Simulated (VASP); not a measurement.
# Tl (Im-3m) in VASP: notebook

The runs below take Tl through single point, with r2SCAN.

Everything below comes from runs of VASP 6.6.1. Logs are shortened: lines on timing, memory, paths and dates and some standing lists are left out, and cuts for length are marked.

**1. The cell of the first run**

Symmetry: Im-3m, No. 229, cubic system. Conventional cell: a = 3.915 Å, b = 3.915 Å, c = 3.915 Å, α = 90.00°, β = 90.00°, γ = 90.00°. Within 4.5 Å of Tl (site symmetry m-3m) lie 14 Tl at 3.39 to 3.92 Å.

**2. Single point, r2SCAN**

The input, POSCAR:

```
Tl
1.0
   -1.9575289571      1.9575289571      1.9575289571
    1.9575289571     -1.9575289571      1.9575289571
    1.9575289571      1.9575289571     -1.9575289571
Tl
1
Direct
    0.0000000000      0.0000000000      0.0000000000
```

The input, INCAR.step1:

```
  PREC = Accurate
  ENCUT = 520
  ISMEAR = 0
  SIGMA = 0.05
  LREAL = F
  LASPH = T
  NELM = 100
  NBANDS = 12
  GGA = PE
  ALGO = Normal
  EDIFF = 1E-4
  LWAVE = T
  LCHARG = F
```

The input, INCAR.step2:

```
  PREC = Accurate
  ENCUT = 520
  EDIFF = 1E-6
  ISMEAR = 0
  SIGMA = 0.05
  LREAL = F
  LASPH = T
  NELM = 100
  ALGO = Normal
  ISIF = 2
  LWAVE = F
  LCHARG = F
  METAGGA = R2SCAN
  LMIXTAU = T
  NBANDS = 12
  ISTART = 1
```

The input, KPOINTS:

```
regular mesh
0
Gamma
  14 14 14
```

Potentials or basis: VASP PAW PBE potentials, release 64 (Tl_d).

Command:

```
> cat potpaw_PBE.64/Tl_d/POTCAR > POTCAR
> cp INCAR.step1 INCAR
> mpirun -np 1 vasp_std > vasp.out
> cp INCAR.step2 INCAR
> mpirun -np 1 vasp_std > vasp.out
```

OUTCAR:

```text
PREC = Accurate
   ENCUT = 520
   EDIFF = 1E-6
   ISMEAR = 0
   LREAL = F
   LASPH = T
   NELM = 100
   ISIF = 2
   METAGGA = R2SCAN
   ISTART = 1

 ion  position               nearest neighbor table
   1  0.000  0.000  0.000-

  LATTYP: Found a body centered cubic cell.
 ALAT       =     3.9150579142

  Lattice vectors:

 A1 = (  -1.9575289571,   1.9575289571,   1.9575289571)
 A2 = (   1.9575289571,  -1.9575289571,   1.9575289571)
 A3 = (   1.9575289571,   1.9575289571,  -1.9575289571)

Analysis of symmetry for initial positions (statically):
=====================================================================
 Subroutine PRICEL returns:
 Original cell was already a primitive cell.

 Routine SETGRP: Setting up the symmetry group for a
 body centered cubic supercell.

 Subroutine GETGRP returns: Found 48 space group operations
 (whereof 48 operations were pure point group operations)
 out of a pool of 48 trial point group operations.

The static configuration has the point symmetry O_h .

Analysis of symmetry for dynamics (positions and initial velocities):
=====================================================================
 Subroutine PRICEL returns:
 Original cell was already a primitive cell.

 Routine SETGRP: Setting up the symmetry group for a
 body centered cubic supercell.

 Subroutine GETGRP returns: Found 48 space group operations
 (whereof 48 operations were pure point group operations)
 out of a pool of 48 trial point group operations.

The dynamic configuration has the point symmetry O_h .

 Subroutine INISYM returns: Found 48 space group operations
 (whereof 48 operations are pure point group operations),
 and found     1 'primitive' translations

----------------------------------------------------------------------------------------

                                     Primitive cell

  volume of cell :      30.0044

  direct lattice vectors                    reciprocal lattice vectors
    -1.957528957  1.957528957  1.957528957     0.000000000  0.255424063  0.255424063
     1.957528957 -1.957528957  1.957528957     0.255424063  0.000000000  0.255424063
     1.957528957  1.957528957 -1.957528957     0.255424063  0.255424063  0.000000000

  length of vectors
     3.390539611  3.390539611  3.390539611     0.361224174  0.361224174  0.361224174

  position of ions in fractional coordinates (direct lattice)
     0.000000000  0.000000000  0.000000000

  ion indices of the primitive-cell ions
   primitive index   ion index
                 1           1

----------------------------------------------------------------------------------------

 KPOINTS: regular mesh

Automatic generation of k-mesh.
 Grid dimensions read from file:
 generate k-points for:   14   14   14

 Generating k-lattice:

  Cartesian coordinates                     Fractional coordinates (reciprocal lattice)
     0.000000000  0.018244576  0.018244576     0.071428571  0.000000000  0.000000000
     0.018244576  0.000000000  0.018244576     0.000000000  0.071428571  0.000000000
     0.018244576  0.018244576  0.000000000     0.000000000  0.000000000  0.071428571

  Length of vectors
     0.025801727  0.025801727  0.025801727

  Shift w.r.t. Gamma in fractional coordinates (k-lattice)
     0.000000000  0.000000000  0.000000000

 Subroutine IBZKPT returns following result:
 ===========================================

 Found    104 irreducible k-points:

 Following reciprocal coordinates:
            Coordinates               Weight
  0.000000  0.000000  0.000000      1.000000
  0.071429  0.000000  0.000000     12.000000
  0.142857  0.000000  0.000000     12.000000
  0.214286  0.000000  0.000000     12.000000
  0.285714  0.000000  0.000000     12.000000
  0.357143  0.000000  0.000000     12.000000
[... 16 lines left out ...]
  0.285714  0.285714  0.000000     24.000000
  0.357143  0.285714  0.000000     24.000000
 [... further k-points ...]
   k-points           NKPTS =    104   k-points in BZ     NKDIM =    104   number of bands    NBANDS=     12
   number of dos      NEDOS =    301   number of ions     NIONS =      1
   total plane-waves  NPLWV =  21952
   dimension x,y,z NGX =    28 NGY =   28 NGZ =   28
   dimension x,y,z NGXF=    56 NGYF=   56 NGZF=   56
   ions per type =               1
   NGX,Y,Z   is equivalent  to a cutoff of  13.73, 13.73, 13.73 a.u.
   NGXF,Y,Z  is equivalent  to a cutoff of  27.46, 27.46, 27.46 a.u.
 SYSTEM =  unknown system
   PREC   = accura    normal or accurate (medium, high low for compatibility)
   ISTART =      1    job   : 0-new  1-cont  2-samecut
   ICHARG =      0    charge: 1-file 2-atom 10-const
   ISPIN  =      1    spin polarized calculation?
   LNONCOLLINEAR =      F non collinear calculations
   LSORBIT =      F    spin-orbit coupling
   LASPH  =      T    aspherical Exc in radial PAW
   ENCUT  =  520.0 eV  38.22 Ry    6.18 a.u.   6.30  6.30  6.30*2*pi/ulx,y,z
   NELM   =    100;   NELMIN=  2; NELMDL=  0     # of ELM steps
   EDIFF  = 0.1E-05   stopping-criterion for ELM
   LREAL  =      F    real-space projection
   EDIFFG = 0.1E-04   stopping-criterion for IOM
   NSW    =      0    number of steps for IOM
   IBRION =     -1    ionic relax: 0-MD 1-quasi-New 2-CG
   NFREE  =      0    steps in history (QN), initial steepest desc. (CG)
   ISIF   =      2    stress and relaxation
   ISYM   =      2    0-nonsym 1-usesym 2-fastsym
   POTIM  = 0.5000    time-step for ionic-motion
   TEBEG  =    0.0;   TEEND  =   0.0 temperature during run
   PSTRESS=    0.0 pullay stress
   NELECT =      13.0000    total number of electrons
   NUPDOWN=      -1.0000    fix difference up-down
   EMIN   =  10.00;   EMAX   =-10.00  energy-range for DOS
   EFERMI =   0.00;   METHOD = LEGACY
   ISMEAR =     0;   SIGMA  =   0.05  broadening in eV -4-tet -1-fermi 0-gaus
   EFERMI_NEDOS =   21; number of points for ismear=-14 and -15
   IALGO  =     38    algorithm
   IMIX   =      4    mixing-type and parameters
     AMIX     =   0.40;   BMIX     =  1.00
     AMIX_MAG =   1.60;   BMIX_MAG =  1.00
  volume/ion in A,a.u.               =      30.00       202.48
  Fermi-wavevector in a.u.,A,eV,Ry     =   1.238781  2.340956 20.879195  1.534578
  Thomas-Fermi vector in A             =   2.373292
   LORBIT       =      0    0 simple, 1 ext, 2 COOP (PROOUT), +10 PAW based schemes
   METAGGA = R2SCAN    functional components
   LHFCALC =     F    Hartree Fock is set to
   AEXX    =    0.0000 exact exchange contribution
   IVDW    =     0    specifies the selected vdW correction
   LEPSILON=     F    determine dielectric tensor
   LRPA    =     F    only Hartree local field effects (RPA)
 non-spin polarized calculation
 Gauss-broadening in eV      SIGMA  =   0.05
  energy-cutoff  :      520.00
  volume of cell :       30.00
 maximum number of plane-waves:       827
 NGX is ok and might be reduce to    28
   NGX = 13   NGY = 13   NGZ = 13

 number of electron      13.0000004 magnetization

 Free energy of the ion-electron system (eV)
  ---------------------------------------------------
  ext. energy  EPLUGINS =         0.00000000
  ---------------------------------------------------
  free energy    TOTEN  =       -53.17497605 eV

  energy without entropy =      -53.17434694  energy(sigma->0) =      -53.17466150

 E-fermi :   6.1377     XC(G=0): -10.5588

 val. band max:        6.0492943884   @ k =   0.2857   0.2143   0.2143
 cond. band min:       6.1475670400   @ k =  -0.4286   0.5000   0.2857
 fundamental gap:      0.0982726516
 Fermi energy:         6.1377114509

 k-point     1 :       0.0000    0.0000    0.0000
  band No.  band energies     occupation
      1      -6.1343      2.00000
      2      -6.1343      2.00000
      3      -6.1343      2.00000
      4      -5.7348      2.00000
      5      -5.7348      2.00000
      6      -4.0754      2.00000
      7      16.6680      0.00000
      8      16.6680      0.00000
      9      16.6680      0.00000
     10      18.9818      0.00000
     11      18.9818      0.00000
     12      18.9818      0.00000

 k-point     2 :       0.0714    0.0000    0.0000
  band No.  band energies     occupation
      1      -6.1426      2.00000
      2      -6.1277      2.00000
      3      -6.1039      2.00000
      4      -5.7439      2.00000
      5      -5.7351      2.00000
      6      -3.9605      2.00000
      7      15.4891      0.00000
      8      16.2508      0.00000
      9      16.4503      0.00000
     10      18.4646      0.00000
     11      18.8422      0.00000
     12      18.9181      0.00000

 k-point     3 :       0.1429    0.0000    0.0000
  band No.  band energies     occupation
      1      -6.1658      2.00000
      2      -6.1164      2.00000
      3      -6.0176      2.00000
      4      -5.7667      2.00000
      5      -5.7358      2.00000
      6      -3.6101      2.00000
      7      13.1752      0.00000
      8      15.3032      0.00000
      9      15.8442      0.00000
     10      17.7890      0.00000
     11      18.5320      0.00000
     12      19.0655      0.00000

 k-point     4 :       0.2143    0.0000    0.0000
  band No.  band energies     occupation
      1      -6.1992      2.00000
      2      -6.1208      2.00000
      3      -5.8895      2.00000
      4      -5.7876      2.00000
      5      -5.7364      2.00000
      6      -3.0167      2.00000
      7      10.7220      0.00000
      8      14.2320      0.00000
      9      15.0823      0.00000
     10      17.2346      0.00000
     11      18.2018      0.00000
     12      19.5840      0.00000

 k-point     5 :       0.2857    0.0000    0.0000
  band No.  band energies     occupation
      1      -6.2359      2.00000
      2      -6.1528      2.00000
      3      -5.7911      2.00000
      4      -5.7424      2.00000
      5      -5.7366      2.00000
      6      -2.1844      2.00000
      7       8.3752      0.00000
      8      13.2541      0.00000
      9      14.3770      0.00000
     10      16.8258      0.00000
     11      17.9232      0.00000
     12      20.3859      0.00000
[... 228 lines left out ...]
      1      -6.2468      2.00000
      2      -6.0750      2.00000
      3      -5.8061      2.00000
      4      -5.7791      2.00000
      5      -5.6270      2.00000
      6       0.0960      2.00000
      7       5.7478      2.00000
      8       8.5364      0.00000
      9      12.7683      0.00000
     10      18.4880      0.00000
     11      19.6179      0.00000
     12      22.4594      0.00000

 k-point    22 :       0.3571    0.2143    0.0000
  band No.  band energies     occupation
      1      -6.2548      2.00000
      2      -6.0736      2.00000
      3      -5.8147      2.00000
      4      -5.7578      2.00000
      5      -5.6049      2.00000
      6       0.9811      2.00000
      7       4.6426      2.00000
      8       8.0714      0.00000
      9      12.5710      0.00000
     10      18.3600      0.00000
     11      20.6408      0.00000
     12      21.7803      0.00000

 k-point    23 :       0.2857    0.2857    0.0000
  band No.  band energies     occupation
      1      -6.2479      2.00000
      2      -6.0119      2.00000
      3      -5.8510      2.00000
      4      -5.7506      2.00000
      5      -5.6420      2.00000
      6       0.9632      2.00000
      7       5.3278      2.00000
      8       7.1130      0.00000
      9      12.5218      0.00000
     10      19.3463      0.00000
     11      19.4747      0.00000
     12      21.7697      0.00000

 k-point    24 :       0.3571    0.2857    0.0000
  band No.  band energies     occupation
      1      -6.2481      2.00000
      2      -5.9785      2.00000
      3      -5.8792      2.00000
      4      -5.7251      2.00000
      5      -5.6612      2.00000
      6       1.3718      2.00000
      7       5.1826      2.00000
      8       6.5184      0.00000
      9      12.4381      0.00000
     10      19.3351      0.00000
     11      20.4430      0.00000
     12      20.6047      0.00000

 [... further k-points ...]
[... 5 lines left out ...]
  --------------------------------------------------------------------------------------
  -------------------------------------------------------------------------------------
  Total       -0.0076577     -0.0076577     -0.0076577      0.0000000      0.0000000     -0.0000000
  in kB       -0.4089091     -0.4089091     -0.4089091      0.0000000      0.0000000     -0.0000000
  external PRESSURE =      -0.4089091 kB  Pullay stress =       0.0000000 kB

 VOLUME and BASIS-vectors are now :
 -----------------------------------------------------------------------------
  energy-cutoff  :      520.00
  volume of cell :       30.00
      direct lattice vectors                 reciprocal lattice vectors
    -1.957528957  1.957528957  1.957528957     0.000000000  0.255424063  0.255424063
     1.957528957 -1.957528957  1.957528957     0.255424063  0.000000000  0.255424063
     1.957528957  1.957528957 -1.957528957     0.255424063  0.255424063  0.000000000

 POSITION                                       TOTAL-FORCE (eV/Angst)
 -----------------------------------------------------------------------------------
      0.00000      0.00000      0.00000         0.000000      0.000000     -0.000000
 -----------------------------------------------------------------------------------
    total drift:                               -0.000000     -0.000000     -0.000000

  FREE ENERGIE OF THE ION-ELECTRON SYSTEM (eV)
  ---------------------------------------------------
  free  energy   TOTEN  =       -53.1749760518 eV

  energy  without entropy=      -53.1743469390  energy(sigma->0) =      -53.17466150
```

Wall time 1.7 min (1 thread of Intel Xeon Platinum 8259CL at 2.50GHz (Skylake/Cascade Lake), shared host); peak memory 0.18 GiB.

Results:

```yaml
Free_energy: -53.1750 eV
Pressure: 0.0 GPa
```

Levels at points of the mesh, in eV from the Fermi level:
| k point | band 2 | band 3 | band 4 | band 5 | band 6 | band 7 | band 8 | band 9 | band 10 | band 11 |
| --- | --- | --- | --- | --- | --- | --- | --- | --- | --- | --- |
| (0.00, 0.00, 0.00) | -12.27 | -12.27 | -11.87 | -11.87 | -10.21 | 10.53 | 10.53 | 10.53 | 12.84 | 12.84 |
| (0.50, 0.00, 0.00) | -12.39 | -11.90 | -11.87 | -11.61 | -5.40 | -2.68 | 5.69 | 7.23 | 10.21 | 11.42 |
| (0.50, 0.50, 0.50) | -12.45 | -11.67 | -11.67 | -11.67 | -2.09 | 1.39 | 1.39 | 1.39 | 6.71 | 6.71 |

Caveat: the PAW data sets were made with another functional, which shifts forces and pressure a little; spin-orbit coupling is left out, which moves the levels of the heavy elements.

**3. Single point, r2SCAN**

This run uses another cell than the first one, of 31.25 Å³/atom, 1.042 times its volume.

The input, POSCAR:

```
Tl
1.0
   -1.9842996483      1.9842996483      1.9842996483
    1.9842996483     -1.9842996483      1.9842996483
    1.9842996483      1.9842996483     -1.9842996483
Tl
1
Direct
    0.0000000000      0.0000000000      0.0000000000
```

The input, INCAR.step1:

```
SYSTEM = Tl
  PREC = Accurate
  ENCUT = 520
  ISMEAR = 0
  SIGMA = 0.05
  LREAL = .FALSE.
  LASPH = .TRUE.
  NELM = 60
  NBANDS = 12
  GGA = PE
  ALGO = Normal
  EDIFF = 1E-4
  LWAVE = .TRUE.
  LCHARG = .FALSE.
```

The input, INCAR.step2:

```
SYSTEM = Tl
  PREC = Accurate
  ENCUT = 520
  EDIFF = 1E-6
  ISMEAR = 0
  SIGMA = 0.05
  LREAL = .FALSE.
  LASPH = .TRUE.
  NELM = 60
  ALGO = Normal
  ISIF = 2
  LWAVE = .FALSE.
  LCHARG = .FALSE.
  METAGGA = R2SCAN
  LMIXTAU = .TRUE.
  NBANDS = 12
  ISTART = 1
```

The input, KPOINTS:

```
regular mesh
0
G
  14 14 14
  0 0 0
```

Potentials or basis: VASP PAW PBE potentials, release 64 (Tl_d).

Command:

```
> cat potpaw_PBE.64/Tl_d/POTCAR > POTCAR
> cp INCAR.step1 INCAR
> mpirun -np 1 vasp_std > vasp.out
> cp INCAR.step2 INCAR
> mpirun -np 1 vasp_std > vasp.out
```

Run time: 2.4 min. Hardware: 1 thread of Intel Xeon Platinum 8259CL at 2.50GHz (Skylake/Cascade Lake), shared host; peak memory 0.19 GiB.

Results (log left out):

```
Free energy : -53.1704 eV
Pressure    : -1.2 GPa
```

Levels at points of the mesh, in eV from the Fermi level:
```csv
k point,band 2,band 3,band 4,band 5,band 6,band 7,band 8,band 9,band 10,band 11
"(0.00, 0.00, 0.00)",-12.25,-12.25,-11.89,-11.89,-9.97,10.07,10.07,10.07,12.70,12.70
"(0.50, 0.00, 0.00)",-12.34,-11.91,-11.89,-11.65,-5.45,-2.55,5.48,7.04,9.86,11.12
"(0.50, 0.50, 0.50)",-12.40,-11.71,-11.71,-11.71,-2.35,1.36,1.36,1.36,6.54,6.54
```

Caveat: the PAW data sets were made with another functional, which shifts forces and pressure a little; spin-orbit coupling is left out, which moves the levels of the heavy elements.

(Continued in part 2 of 2.)
